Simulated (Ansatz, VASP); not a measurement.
**AlN: VASP beside Ansatz**

Contents of INCAR:

```
PREC     = Accurate       # precision mode
ENCUT    = 520            # plane-wave cutoff, eV
EDIFF    = 1E-6           # SCF threshold, eV
ISMEAR   = 0              # smearing method
SIGMA    = 0.05           # smearing width, eV
LREAL    = False          # projectors in reciprocal space
LASPH    = True           # aspherical terms in the spheres
NELM     = 60             # most SCF steps
ALGO     = Normal         # electronic algorithm
ISIF     = 2              # what is computed and relaxed
LWAVE    = False          # write WAVECAR
LCHARG   = False          # write CHGCAR
GGA      = PE             # functional
NBANDS   = 16             # bands
```

Contents of KPOINTS:

```
regular mesh
0
Gamma
  6 6 4
```

File POSCAR:

```
AlN
1.0
    3.1110021516      0.0000000000      0.0000000000
   -1.5555010758      2.6942068945      0.0000000000
    0.0000000000      0.0000000000      4.9780000000
Al N
2 2
Direct
    0.3522834310      0.6382410458      0.0655579281
    0.5876046065      0.3637447564      0.3576429340
    0.3907633419      0.5759939105      0.4612780398
    0.6693486207      0.4220202872      0.8855210981
```

Input for Ansatz:

```yaml
crystal:
  lattice:
    - [3.1110021516, 0.0, 0.0]
    - [-1.5555010758, 2.6942068945, 0.0]
    - [0.0, 0.0, 4.978]
  atoms:
    - { symbol: Al, position: [0.352283431, 0.6382410458, 0.0655579281] }
    - { symbol: Al, position: [0.5876046065, 0.3637447564, 0.357642934] }
    - { symbol: "N", position: [0.3907633419, 0.5759939105, 0.4612780398] }
    - { symbol: "N", position: [0.6693486207, 0.4220202872, 0.8855210981] }
basis:
  ecutwfc: 420
kpoints:
  mp_grid: { grid: [6, 6, 4] }
hamiltonian:
  xc: pbe
scf:
  occupations: { method: gaussian, width: 0.05 }
output:
  forces: true
  stress: true
  eigenvalues: true
```

Change from the starting cell: all atoms moved at random (sigma 0.3 Å a component).

Alike in both runs: task single point; functional PBE; k mesh 6 × 6 × 4; occupations gaussian, width 0.05 eV; no spin polarisation.

|  | VASP | Ansatz |
| --- | --- | --- |
| version | VASP 6.6.1 | Ansatz 0.2.0 |
| potentials or method | VASP PAW PBE potentials, release 64 (Al, N), cutoff 520 eV | scalar-relativistic, plane waves, PAW |
| valence electrons in the cell | 16 | 16 |

Ansatz gave:

- gap on the k mesh at the Fermi level (eV): 1.30
- least direct gap on the mesh (eV): 1.31
- rms of the force components (eV/Å): 24.920

Q: What did VASP give for the same quantities?

A: gap on the k mesh at the Fermi level (eV): 1.29; least direct gap on the mesh (eV): 1.30; rms of the force components (eV/Å): 23.418.

Atom by atom the forces differ by 1.543 eV/Å (rms over components).
